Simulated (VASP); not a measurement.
Input of a VASP 6.6.1 run:

INCAR

```
PREC = Accurate
ENCUT = 520
EDIFF = 1E-6
ISMEAR = 0
SIGMA = 0.1
LREAL = Auto
LASPH = True
NELM = 150
ALGO = Normal
ISIF = 2
LWAVE = False
LCHARG = True
ISPIN = 2
MAGMOM = 0 0 1 0 0 0 0 0 0 0 0 0 0 0 0 0
LORBIT = 11
LMAXMIX = 4
GGA = PE
LELF = True
LVHAR = True
NBANDS = 62
```

The input KPOINTS:

```
regular mesh
0
Gamma
  4 4 4
```

The input POSCAR:

```
Ca2TiAlC6N6
1.0
    0.0000000000      5.2662164632      5.2662164632
    5.2662164632      0.0000000000      5.2662164632
    5.2662164632      5.2662164632      0.0000000000
Ca Ti Al C N
2 1 1 6 6
Direct
    0.2500000000      0.2500000000      0.2500000000
    0.7500000000      0.7500000000      0.7500000000
    0.5000000000      0.5000000000      0.5000000000
    0.0000000000      0.0000000000      0.0000000000
    0.8056755479      0.1943244521      0.1943244521
    0.1943244521      0.8056755479      0.1943244521
    0.1943244521      0.1943244521      0.8056755479
    0.1943244521      0.8056755479      0.8056755479
    0.8056755479      0.1943244521      0.8056755479
    0.8056755479      0.8056755479      0.1943244521
    0.6925499893      0.3074500107      0.3074500107
    0.3074500107      0.6925499893      0.3074500107
    0.3074500107      0.3074500107      0.6925499893
    0.3074500107      0.6925499893      0.6925499893
    0.6925499893      0.3074500107      0.6925499893
    0.6925499893      0.6925499893      0.3074500107
```

Potentials or basis: VASP PAW PBE potentials, release 64 (Ca_sv, Ti_sv, Al, C, N).

Run with:

```sh
$ cat potpaw_PBE.64/Ca_sv/POTCAR potpaw_PBE.64/Ti_sv/POTCAR potpaw_PBE.64/Al/POTCAR potpaw_PBE.64/C/POTCAR potpaw_PBE.64/N/POTCAR > POTCAR
$ mpirun -np 1 vasp_std > vasp.out
```

(1) Predict the largest force.

(2) What does it give for the net moment?

(3) Estimate the pressure.

Results:

(1) 0.303 eV/Å.

(2) -0.01 μB per cell.

(3) 0.3 GPa.
